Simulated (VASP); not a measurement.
# Al15CdN15 (a cell with a defect) in VASP: notebook, part 2 of 2

VASP 6.6.1. Earlier steps stand in the parts before.

## 3. Relaxation of the atoms, PBE

File INCAR:

```
SYSTEM = Al15CdN15
PREC = Accurate
ENCUT = 520
EDIFF = 1E-7
ISMEAR = 0
SIGMA = 0.01
LREAL = Auto
LASPH = .True.
NELM = 80
ALGO = Normal
ISIF = 2
LWAVE = .False.
LCHARG = .False.
GGA = PE
IBRION = 2
NSW = 100
EDIFFG = -0.03
```

File KPOINTS:

```
Automatic mesh
0
Gamma
  1 1 1
  0.25 0.25 0.25
```

File POSCAR:

```
Al15CdN15
1.0
    6.2595139100      0.0000000600      0.0000000000
   -3.1297570100      5.4208980300      0.0000000000
    0.0000000000      0.0000000000     10.0348065900
Al Cd N
15 1 15
Direct
    0.3333333300      0.1666666700      0.2496176900
    0.3333333300      0.1666666700      0.7496176900
    0.1666666700      0.3333333300      0.9996176900
    0.3333333300      0.6666666700      0.2496176900
    0.1666666700      0.8333333300      0.4996176900
    0.3333333300      0.6666666700      0.7496176900
    0.1666666700      0.8333333300      0.9996176900
    0.8333333300      0.1666666700      0.2496176900
    0.6666666700      0.3333333300      0.4996176900
    0.8333333300      0.1666666700      0.7496176900
    0.6666666700      0.3333333300      0.9996176900
    0.8333333300      0.6666666700      0.2496176900
    0.6666666700      0.8333333300      0.4996176900
    0.8333333300      0.6666666700      0.7496176900
    0.6666666700      0.8333333300      0.9996176900
    0.1666666700      0.3333333300      0.4996176900
    0.1666666700      0.3333333300      0.1903823100
    0.3333333300      0.1666666700      0.9403823100
    0.1666666700      0.3333333300      0.6903823100
    0.3333333300      0.6666666700      0.4403823100
    0.1666666700      0.8333333300      0.1903823100
    0.3333333300      0.6666666700      0.9403823100
    0.1666666700      0.8333333300      0.6903823100
    0.8333333300      0.1666666700      0.4403823100
    0.6666666700      0.3333333300      0.1903823100
    0.8333333300      0.1666666700      0.9403823100
    0.6666666700      0.3333333300      0.6903823100
    0.8333333300      0.6666666700      0.4403823100
    0.6666666700      0.8333333300      0.1903823100
    0.8333333300      0.6666666700      0.9403823100
    0.6666666700      0.8333333300      0.6903823100
```

Potentials or basis: VASP PAW PBE potentials, release 64 (Al, Cd, N).

Launch:

```console
$ cat potpaw_PBE.64/Al/POTCAR potpaw_PBE.64/Cd/POTCAR potpaw_PBE.64/N/POTCAR > POTCAR
$ mpirun -np 1 vasp_std > vasp.out
```

It took 69 min on 1 thread of Intel Xeon 8259CL, shared host; peak memory 0.52 GiB.

The run converged. Its results:

- Free energy: -222.3003 eV
- Energy gained by relaxing: 86.5 meV/atom
- Ionic steps: 19
- Pressure after relaxing: 2.4 GPa
- Largest force after relaxing: 0.028 eV/Å
- Band gap on the k mesh: 3.10 eV

Forces on the atoms (eV/Å):
```
Al  -0.024  0.014 -0.006
Al   0.011 -0.006  0.017
Al  -0.006  0.004  0.015
Al   0.000  0.005 -0.008
Al   0.017 -0.008 -0.002
Al   0.009  0.002  0.009
Al  -0.011  0.004  0.007
Al  -0.004 -0.002 -0.008
Al   0.016 -0.010 -0.002
Al   0.003 -0.009  0.009
Al  -0.009  0.007  0.007
Al  -0.002  0.001 -0.019
Al  -0.002  0.001 -0.004
Al   0.011 -0.007 -0.001
Al  -0.011  0.006 -0.017
Cd  -0.011  0.007  0.007
N   -0.006  0.003 -0.011
N   -0.004  0.003  0.012
N   -0.015  0.009 -0.009
N    0.013 -0.006 -0.010
N   -0.003  0.001  0.004
N   -0.003  0.011  0.009
N    0.021 -0.002 -0.003
N    0.012 -0.008 -0.010
N   -0.002  0.002  0.004
N   -0.011 -0.002  0.009
N    0.012 -0.018 -0.003
N    0.010 -0.006 -0.003
N    0.000  0.000 -0.016
N   -0.019  0.011  0.018
N    0.009 -0.005  0.006
```

Stress tensor (GPa, compression positive):
```
 0.49  0.77  0.81
 0.77  1.38 -0.47
 0.81 -0.47  5.41
```

The path:
| step | energy change (eV) | largest force (eV/Å) | pressure (GPa) |
| --- | --- | --- | --- |
| 1 | 0.0000 | 6.6355 | 4.93 |
| 2 | -1.8818 | 2.1937 | 3.24 |
| 3 | -2.2941 | 1.3445 | 2.79 |
| 4 | -2.2946 | 1.2745 | 2.79 |
| 5 | -2.4623 | 0.8342 | 2.53 |
| 6 | -2.4623 | 0.8333 | 2.53 |
| 7 | -2.5626 | 0.5006 | 2.46 |
| 8 | -2.5817 | 0.5669 | 2.44 |
| 9 | -2.6422 | 0.2297 | 2.45 |
| 10 | -2.6424 | 0.2523 | 2.45 |
| 11 | -2.6656 | 0.1477 | 2.43 |
| 12 | -2.6668 | 0.1623 | 2.43 |
| 13 | -2.6749 | 0.1010 | 2.44 |
| 14 | -2.6753 | 0.1386 | 2.44 |
| 15 | -2.6790 | 0.0851 | 2.43 |
| 16 | -2.6790 | 0.0847 | 2.43 |
| 17 | -2.6805 | 0.0499 | 2.42 |
| 18 | -2.6805 | 0.0435 | 2.42 |
| 19 | -2.6813 | 0.0279 | 2.43 |

Final structure:
```
CELL_PARAMETERS angstrom
6.25951 0.00000 0.00000
-3.12976 5.42090 0.00000
0.00000 0.00000 10.03481
ATOMIC_POSITIONS crystal
Al 0.32993 0.17007 0.23758
Al 0.33369 0.16631 0.75419
Al 0.16500 0.33500 0.99602
Al 0.33342 0.67199 0.25040
Al 0.15835 0.81729 0.50364
Al 0.33322 0.66432 0.75079
Al 0.16520 0.83254 0.00001
Al 0.82801 0.16658 0.25040
Al 0.68271 0.34165 0.50364
Al 0.83568 0.16678 0.75079
Al 0.66746 0.33480 0.00001
Al 0.83007 0.66993 0.25093
Al 0.66137 0.83863 0.50038
Al 0.83136 0.66864 0.75094
Al 0.66573 0.83427 0.00030
Cd 0.21028 0.28972 0.48544
N 0.16240 0.33760 0.18787
N 0.33430 0.16570 0.94417
N 0.16860 0.33140 0.70577
N 0.34108 0.68956 0.43505
N 0.16248 0.83506 0.19046
N 0.33361 0.66996 0.94130
N 0.16620 0.83315 0.69152
N 0.81044 0.15892 0.43505
N 0.66494 0.33752 0.19046
N 0.83004 0.16639 0.94130
N 0.66685 0.33380 0.69152
N 0.83025 0.66974 0.44060
N 0.66551 0.83449 0.18840
N 0.83270 0.66730 0.94007
N 0.66580 0.83420 0.69063
```

Levels at points of the mesh, in eV from the valence-band top:
```tsv
k point	band 63	band 64	band 65	band 66	band 67	band 68	band 69	band 70
(0.25, 0.25, 0.25)	-1.28	-1.03	-0.39	-0.05	3.10	3.60	4.36	5.01
```

Caveat: the k points lie up to 0.58 Å⁻¹ apart.

## 4. Relaxation of the atoms, PBE

File INCAR:

```
PREC = Accurate ; ENCUT = 520
EDIFF = 1E-6 ; ISMEAR = 0
SIGMA = 0.01 ; LREAL = Auto
LASPH = True ; NELM = 60
ALGO = Normal ; ISIF = 2
LWAVE = False ; LCHARG = False
GGA = PE ; IBRION = 2
NSW = 100 ; EDIFFG = -0.03
NELECT = 130.0
```

KPOINTS is that of step 3.

POSCAR is that of step 3.

Launch:

```console
$ cat potpaw_PBE.64/Al/POTCAR potpaw_PBE.64/Cd/POTCAR potpaw_PBE.64/N/POTCAR > POTCAR
$ mpirun -np 1 vasp_std > vasp.out
```

Run time: 65 min. Hardware: 1 thread of Intel Xeon 8259CL, shared host; peak memory 0.52 GiB.

Results (log left out):

```
Free energy                  : -235.4898 eV
Energy gained by relaxing    : 116.4 meV/atom
Ionic steps                  : 20
Largest force after relaxing : 0.029 eV/Å
```

Forces on the atoms (eV/Å):
```
Al  -0.020  0.011  0.004
Al   0.013 -0.008  0.002
Al  -0.010  0.006  0.000
Al  -0.001  0.004 -0.001
Al   0.011 -0.003 -0.015
Al   0.010 -0.009  0.000
Al  -0.003  0.011  0.004
Al  -0.004 -0.001 -0.001
Al   0.008 -0.009 -0.015
Al   0.013 -0.004  0.000
Al  -0.011 -0.003  0.004
Al  -0.016  0.009  0.014
Al   0.015 -0.009  0.005
Al   0.009 -0.005  0.009
Al  -0.002  0.001  0.006
Cd   0.019 -0.011 -0.002
N   -0.002  0.001 -0.016
N    0.004 -0.003 -0.020
N    0.010 -0.006  0.027
N   -0.003 -0.007 -0.001
N   -0.013  0.010 -0.013
N   -0.017  0.005  0.007
N   -0.003  0.005  0.011
N    0.005  0.006 -0.001
N   -0.015  0.006 -0.013
N   -0.013  0.012  0.007
N   -0.006  0.000  0.011
N    0.008 -0.005 -0.012
N   -0.005  0.003 -0.018
N    0.000  0.000  0.006
N    0.018 -0.011  0.014
```

Step by step:
| step | energy change (eV) | largest force (eV/Å) | pressure (GPa) |
| --- | --- | --- | --- |
| 1 | 0.0000 | 5.9329 | -4.67 |
| 2 | -2.4307 | 1.9683 | -5.18 |
| 3 | -2.4964 | 2.1636 | -5.47 |
| 4 | -3.0540 | 1.5017 | -4.67 |
| 5 | -3.1778 | 1.2618 | -4.09 |
| 6 | -3.4193 | 0.7003 | -3.46 |
| 7 | -3.4221 | 0.6581 | -3.53 |
| 8 | -3.5202 | 0.4829 | -3.48 |
| 9 | -3.5227 | 0.4622 | -3.45 |
| 10 | -3.5770 | 0.2863 | -3.49 |
| 11 | -3.5770 | 0.2908 | -3.49 |
| 12 | -3.5955 | 0.1770 | -3.58 |
| 13 | -3.5955 | 0.1840 | -3.58 |
| 14 | -3.6035 | 0.1540 | -3.60 |
| 15 | -3.6037 | 0.1391 | -3.60 |
| 16 | -3.6075 | 0.0694 | -3.60 |
| 17 | -3.6075 | 0.0640 | -3.60 |
| 18 | -3.6086 | 0.0469 | -3.59 |
| 19 | -3.6087 | 0.0500 | -3.59 |
| 20 | -3.6093 | 0.0292 | -3.59 |

Final structure:
```xyz
31
Lattice="6.2595 0.0000 0.0000 -3.1298 5.4209 0.0000 0.0000 0.0000 10.0348" Properties=species:S:1:pos:R:3 pbc="T T T"
Al    1.5501    0.9120    1.8773
Al    1.5899    0.8891    7.6464
Al   -0.0557    1.8391    9.9902
Al   -0.0093    3.6583    2.4718
Al   -1.5582    4.2694    5.1469
Al    0.0391    3.6117    7.5722
Al   -1.5742    4.4500   10.0151
Al    4.6515    0.8894    2.4718
Al    3.3478    1.9252    5.1469
Al    4.7161    0.8708    7.5722
Al    3.1835    1.8487   10.0151
Al    3.1024    3.6297    2.4941
Al    1.5175    4.5448    5.0480
Al    3.0964    3.6332    7.5591
Al    1.5641    4.5179    0.0184
Cd    0.1425    1.7247    4.9615
N    -0.0428    1.8317    1.9213
N     1.5748    0.8978    9.5901
N     0.0478    1.7794    7.1221
N    -0.0245    3.8016    4.3366
N    -1.5962    4.4994    1.8968
N     0.0041    3.6297    9.4490
N    -1.5556    4.5217    6.9642
N     4.5199    0.8308    4.3366
N     3.1297    1.8431    1.8968
N     4.6831    0.8920    9.4490
N     3.1306    1.7968    6.9642
N     3.0959    3.6335    4.4312
N     1.5627    4.5187    1.8947
N     3.1165    3.6216    9.4221
N     1.5615    4.5194    6.9270
```

Levels at points of the mesh, in eV from the Fermi level:
| k point | band 62 | band 63 | band 64 | band 65 | band 66 | band 67 | band 68 | band 69 |
| --- | --- | --- | --- | --- | --- | --- | --- | --- |
| (0.25, 0.25, 0.25) | -0.80 | -0.70 | -0.52 | -0.12 | 1.28 | 3.99 | 4.67 | 4.95 |

Caveat: the k points lie up to 0.58 Å⁻¹ apart; the cell carries a net charge on a neutralising background, which shifts energy and pressure; the cell is charged against a uniform background, so pressure and absolute levels hang on convention.
